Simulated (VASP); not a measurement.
Input of a VASP 6.6.1 run:

The input POSCAR:

```
Ti
1.0
   -1.6478810356      1.6478810356      1.6478810356
    1.6478810356     -1.6478810356      1.6478810356
    1.6478810356      1.6478810356     -1.6478810356
Ti
1
Direct
    0.0000000000      0.0000000000      0.0000000000
```

File INCAR.step1:

```
SYSTEM = Ti
ALGO = Normal
EDIFF = 1E-4
ENCUT = 520
GGA = PE
ISMEAR = -1
ISPIN = 2
LASPH = .True.
LCHARG = .False.
LMAXMIX = 4
LREAL = .False.
LWAVE = .True.
MAGMOM = 1
NBANDS = 16
NELM = 150
PREC = Accurate
SIGMA = 0.05
```

The input INCAR.step2:

```
SYSTEM = Ti
ALGO = Normal
EDIFF = 1E-6
ENCUT = 520
ISIF = 2
ISMEAR = -1
ISPIN = 2
ISTART = 1
LASPH = .True.
LCHARG = .False.
LMAXMIX = 4
LMIXTAU = .True.
LORBIT = 11
LREAL = .False.
LWAVE = .False.
MAGMOM = 1
METAGGA = R2SCAN
NBANDS = 16
NELM = 150
PREC = Accurate
SIGMA = 0.05
```

KPOINTS

```
k-points
0
Gamma
  13 13 13
  0 0 0
```

Potentials or basis: VASP PAW PBE potentials, release 64 (Ti_sv).

Launch:

```sh
$ cat potpaw_PBE.64/Ti_sv/POTCAR > POTCAR
$ cp INCAR.step1 INCAR
$ mpirun -np 1 vasp_std > vasp.out
$ cp INCAR.step2 INCAR
$ mpirun -np 1 vasp_std > vasp.out
```

Problem. What does it give for the pressure?

Solution. -3.8 GPa.

Problem. Predict the net moment.

Solution. 0.00 μB per cell.

Problem. Estimate the band gap on the k mesh.

Solution. Zero (filled and empty bands overlap).

Caveat: the PAW data sets were made with another functional, which shifts forces and pressure a little.
